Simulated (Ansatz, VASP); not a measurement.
# Ge4Pd: VASP beside Ansatz

Contents of INCAR:

```
PREC = Accurate ; ENCUT = 600
EDIFF = 1E-7 ; ISMEAR = 0
SIGMA = 0.1 ; LREAL = F
LASPH = T ; NELM = 100
ALGO = Normal ; ISIF = 3
LWAVE = F ; LCHARG = F
GGA = PE ; IBRION = 2
NSW = 100 ; EDIFFG = -0.01
```

The input KPOINTS:

```
Automatic mesh
0
Gamma
  10 10 10
```

Contents of POSCAR:

```
Ge4Pd
1.0
   -2.9823020286      2.9823020286      2.9823020286
    2.9823020286     -2.9823020286      2.9823020286
    2.9823020286      2.9823020286     -2.9823020286
Ge Pd
4 1
Direct
    0.5000000000      0.5000000000      0.5000000000
    0.0000000000      0.0000000000      0.5000000000
    0.0000000000      0.5000000000      0.0000000000
    0.5000000000      0.0000000000      0.0000000000
    0.0000000000      0.0000000000      0.0000000000
```

Input for Ansatz:

```yaml
crystal:
  lattice:
    - [-2.9823020286, 2.9823020286, 2.9823020286]
    - [2.9823020286, -2.9823020286, 2.9823020286]
    - [2.9823020286, 2.9823020286, -2.9823020286]
  atoms:
    - { symbol: Ge, position: [0.5, 0.5, 0.5] }
    - { symbol: Ge, position: [0.0, 0.0, 0.5] }
    - { symbol: Ge, position: [0.0, 0.5, 0.0] }
    - { symbol: Ge, position: [0.5, 0.0, 0.0] }
    - { symbol: Pd, position: [0.0, 0.0, 0.0] }
basis:
  ecutwfc: 420
kpoints:
  mp_grid: { grid: [10, 10, 10] }
hamiltonian:
  xc: pbe
scf:
  occupations: { method: gaussian, width: 0.1 }
output:
  forces: true
  stress: true
  eigenvalues: true
relax:
  adjacent_minimum: "off"
  f_tol: 0.01
  max_steps: 80
  cell: { stress_tol: 0.05 }
```

Alike in both runs: task relaxation of cell and atoms; functional PBE; k mesh 10 × 10 × 10; occupations gaussian, width 0.1 eV; no spin polarisation.

```csv
,VASP,Ansatz
version,VASP 6.6.1,Ansatz 0.2.0
potentials or method,"VASP PAW PBE potentials, release 64 (Ge_d, Pd), cutoff 600 eV","scalar-relativistic, plane waves, PAW"
valence electrons in the cell,66,74
```

Ansatz gave:

```
gap on the k mesh at the Fermi level, each at its own relaxed structure (eV) : none
relaxed volume (Å³/atom)                                                     : 21.12
relaxed cell length with the largest relative difference (Å)                 : 5.157
```

Problem. Which values does VASP return?

Solution. gap on the k mesh at the Fermi level, each at its own relaxed structure (eV): none; relaxed volume (Å³/atom): 21.14; relaxed cell length with the largest relative difference (Å): 5.159.

A gap of «none» marks a metal or a gap that the smearing closes. VASP's potentials hold 66 valence electrons a cell and Ansatz's 74, so a difference there can come from the potentials and not from the codes.
